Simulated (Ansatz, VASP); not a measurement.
# Two plane-wave programs on Ni

The input POSCAR:

```
Ni
1.0
    3.5620000000      1.7810000000      1.7810000000
    1.7810000000      3.5620000000      1.7810000000
    1.7810000000      1.7810000000      3.5620000000
Ni
2
Direct
    0.0000000000      0.0000000000      0.0000000000
    0.5000000000      0.5000000000      0.5000000000
```

The input INCAR.step1:

```
SYSTEM = Ni
PREC = Accurate ; ENCUT = 520
ISMEAR = -1 ; SIGMA = 0.1
LREAL = .False. ; LASPH = .True.
NELM = 150 ; ISPIN = 2
MAGMOM = 2 2 ; LMAXMIX = 4
NBANDS = 21 ; GGA = PE
ALGO = Normal ; EDIFF = 1E-4
LWAVE = .True. ; LCHARG = .False.
```

INCAR.step2

```
SYSTEM = Ni
PREC = Accurate ; ENCUT = 520
EDIFF = 1E-6 ; ISMEAR = -1
SIGMA = 0.1 ; LREAL = .False.
LASPH = .True. ; NELM = 150
ALGO = Normal ; ISIF = 2
LWAVE = .False. ; LCHARG = .False.
ISPIN = 2 ; MAGMOM = 2 2
LORBIT = 11 ; LMAXMIX = 4
METAGGA = R2SCAN ; LMIXTAU = .True.
NBANDS = 21 ; ISTART = 1
```

KPOINTS

```
regular mesh
0
Gamma
  11 11 11
  0 0 0
```

Input for Ansatz:

```yaml
crystal:
  lattice:
    - [3.562, 1.781, 1.781]
    - [1.781, 3.562, 1.781]
    - [1.781, 1.781, 3.562]
  atoms:
    - { symbol: Ni, position: [0.0, 0.0, 0.0], spin: 2.0 }
    - { symbol: Ni, position: [0.5, 0.5, 0.5], spin: 2.0 }
magnetization:
  spin_polarized: true
hamiltonian:
  xc: r2scan
  pseudopotentials: { kind: paw }
basis:
  ecutwfc: 500
kpoints:
  mp_grid: { grid: [11, 11, 11] }
scf:
  occupations: { method: fermi_dirac, width: 0.1 }
  lower_state_search: "off"
output:
  forces: true
  stress: true
```

Alike in both runs: task single point; functional r2SCAN; k mesh 11 × 11 × 11; occupations fermi-dirac, width 0.1 eV; collinear spin.

|  | VASP | Ansatz |
| --- | --- | --- |
| version | VASP 6.6.1 | Ansatz 0.2.0 |
| potentials or method | VASP PAW PBE potentials, release 64 (Ni), cutoff 520 eV | PAW, plane waves, scalar-relativistic |
| valence electrons in the cell | 20 | 36 |

VASP gave:

| Quantity | Value |
| --- | --- |
| pressure (GPa) | -12.4 |
| traceless stress, the component that is largest in VASP (GPa) | -0.10 |
| net moment per atom (μB) | 0.74 |
| size of the moment on the site where the two differ most (μB) | 0.77 |

Which values does Ansatz return?

Pressure (GPa): -12.7; traceless stress, the component that is largest in VASP (GPa): -0.15; net moment per atom (μB): 0.77; size of the moment on the site where the two differ most (μB): 0.84.

VASP's potentials were made for PBE, not for r2SCAN. Site moments also hang on the region over which each program counts them. VASP's potentials hold 20 valence electrons a cell and Ansatz's 36, so a difference there can come from the potentials and not from the codes. Ansatz's warnings: stability check not made.
